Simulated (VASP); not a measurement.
Write the native input for VASP 6.6.1 that does the following.

```
Task                   : single point
Functional             : PBE
Potentials or basis    : VASP PAW PBE potentials, release 64 (Hf_pv, O)
Cutoff                 : 520 eV
k mesh                 : 6 × 6 × 4
Occupations            : gaussian, width 0.05 eV
Spin                   : no spin polarisation
Dipole correction      : no
Further INCAR settings : ALGO = Normal; EDIFF = 1e-06; NBANDS = 31
```

The structure of HfO2 lies in POSCAR:

```
HfO2
1.0
    3.6043047840      0.0000000000      0.0000000000
    0.0000000000      3.6043047840      0.0000000000
    0.0000000000      0.0000000000      5.4613660356
Hf O
2 4
Direct
    0.5000000000      0.5000000000      0.5000000000
    0.0000000000      0.0000000000      0.0000000000
    0.0000000000      0.5000000000      0.6932520948
    0.5000000000      0.0000000000      0.8067479052
    0.5000000000      0.0000000000      0.3067479052
    0.0000000000      0.5000000000      0.1932520948
```

This cell differs from its parent crystal: strain +0.0375 x Voigt [0, 0, 1, 0, 0, 0].

One way to write it, as run:

INCAR

```
PREC     = Accurate       # precision mode
ENCUT    = 520            # plane-wave cutoff, eV
EDIFF    = 1E-6           # SCF threshold, eV
ISMEAR   = 0              # smearing method
SIGMA    = 0.05           # smearing width, eV
LREAL    = False          # projectors in reciprocal space
LASPH    = True           # aspherical terms in the spheres
NELM     = 80             # most SCF steps
ALGO     = Normal         # electronic algorithm
ISIF     = 2              # what is computed and relaxed
LWAVE    = False          # write WAVECAR
LCHARG   = False          # write CHGCAR
GGA      = PE             # functional
NBANDS   = 31             # bands
```

KPOINTS

```
regular mesh
0
Gamma
  6 6 4
```

Potentials or basis: VASP PAW PBE potentials, release 64 (Hf_pv, O).

Run with:

```console
$ cat potpaw_PBE.64/Hf_pv/POTCAR potpaw_PBE.64/O/POTCAR > POTCAR
$ mpirun -np 1 vasp_std > vasp.out
```

It gave:

```
Pressure               : -10.1 GPa
Largest force          : 0.419 eV/Å
Band gap on the k mesh : 4.43 eV, indirect (least direct gap 4.48 eV)
```

Caveat: the cell differs from its parent crystal (strain +0.0375 x Voigt [0, 0, 1, 0, 0, 0]); spin-orbit coupling is left out, which moves the levels of the heavy elements.

Run time: 28 s on 1 thread of AMD EPYC 9R45 (Zen 5), on a shared host, peak memory 0.17 GiB.
